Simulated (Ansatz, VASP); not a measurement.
**Ga2GeO: VASP beside Ansatz**

```
Ga Ge O
1.0
     3.57411    0.00000    0.00000
     0.00000    3.57411    0.00000
     0.00000    0.00000    4.92255
Ga Ge O
2 1 1
Direct
  0.00000 0.00000 0.50000
  0.50000 0.50000 0.00000
  0.00000 0.00000 0.00000
  0.50000 0.50000 0.50000
```

Change from the starting cell: species swapped into the HfTiN2 type (P4/mmm, No. 123).

Alike in both runs: functional PBE; k mesh 14 × 14 × 10; occupations gaussian, width 0.1 eV; no spin polarisation.

Ansatz relaxed the structure, and its values are those at the end. VASP's run is a single point on that final structure, the one shown.

|  | VASP | Ansatz |
| --- | --- | --- |
| version | VASP 6.6.1 | Ansatz 0.2.0 |
| potentials or method | VASP PAW PBE potentials, release 64 (Ga_d, Ge_d, O), cutoff 520 eV | scalar-relativistic, plane waves, PAW |
| valence electrons in the cell | 46 | 46 |

Ansatz gave:

- gap on the k mesh at the Fermi level (eV): none
- pressure (GPa): 0.0

What did VASP give for the same quantities?

gap on the k mesh at the Fermi level (eV): none; pressure (GPa): 0.1.

A gap of «none» marks a metal or a gap that the smearing closes.
